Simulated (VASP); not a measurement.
Write the native input for VASP 6.6.1 that does the following.

```
Task                   : single point
Functional             : r2SCAN
Potentials or basis    : VASP PAW PBE potentials, release 64 (Ti_sv, B)
Cutoff                 : 520 eV
k mesh                 : 20 × 20 × 20
Occupations            : gaussian, width 0.15 eV
Spin                   : no spin polarisation
Dipole correction      : no
Further INCAR settings : ALGO = Normal; EDIFF = 1e-07; NBANDS = 14
```

The system is TiB.

```
Ti B
1.0
     0.00000    2.04847    2.20605
     2.04847    0.00000    2.20605
     2.04847    2.04847    0.00000
Ti B
1 1
Direct
  0.75000 0.75000 0.75000
  0.00000 0.00000 0.00000
```

This cell differs from its parent crystal: strain -0.025 along x and y, +0.050 along z.

These files were run (other wordings do the same):

POSCAR

```
TiB
1.0
    0.0000000000      2.0484750000      2.2060500000
    2.0484750000      0.0000000000      2.2060500000
    2.0484750000      2.0484750000      0.0000000000
Ti B
1 1
Direct
    0.7500000000      0.7500000000      0.7500000000
    0.0000000000      0.0000000000      0.0000000000
```

INCAR.step1

```
SYSTEM = TiB
  PREC = Accurate
  ENCUT = 520
  ISMEAR = 0
  SIGMA = 0.15
  LREAL = .False.
  LASPH = .True.
  NELM = 80
  NBANDS = 14
  GGA = PE
  ALGO = Normal
  EDIFF = 1E-4
  LWAVE = .True.
  LCHARG = .False.
```

INCAR.step2

```
SYSTEM = TiB
  PREC = Accurate
  ENCUT = 520
  EDIFF = 1E-7
  ISMEAR = 0
  SIGMA = 0.15
  LREAL = .False.
  LASPH = .True.
  NELM = 80
  ALGO = Normal
  ISIF = 2
  LWAVE = .False.
  LCHARG = .False.
  METAGGA = R2SCAN
  LMIXTAU = .True.
  NBANDS = 14
  ISTART = 1
```

KPOINTS

```
Automatic mesh
0
Gamma
  20 20 20
  0 0 0
```

Potentials or basis: VASP PAW PBE potentials, release 64 (Ti_sv, B).

Command:

```sh
$ cat potpaw_PBE.64/Ti_sv/POTCAR potpaw_PBE.64/B/POTCAR > POTCAR
$ cp INCAR.step1 INCAR
$ mpirun -np 1 vasp_std > vasp.out
$ cp INCAR.step2 INCAR
$ mpirun -np 1 vasp_std > vasp.out
```

It gave:

- Pressure: 122.1 GPa
- Band gap on the k mesh: zero (an odd number of electrons rules out a gap without spin polarisation)

Caveat: the cell differs from its parent crystal (strain -0.025 along x and y, +0.050 along z); the stress differs along the axes, from 117 to 132 GPa; the PAW data sets were made with another functional, which shifts forces and pressure a little; an odd number of electrons without spin polarisation forces a metal; a magnetic or distorted state may lie lower.

Wall time 10 min on 1 thread of AMD EPYC 7R13, on a shared host, peak memory 0.29 GiB.
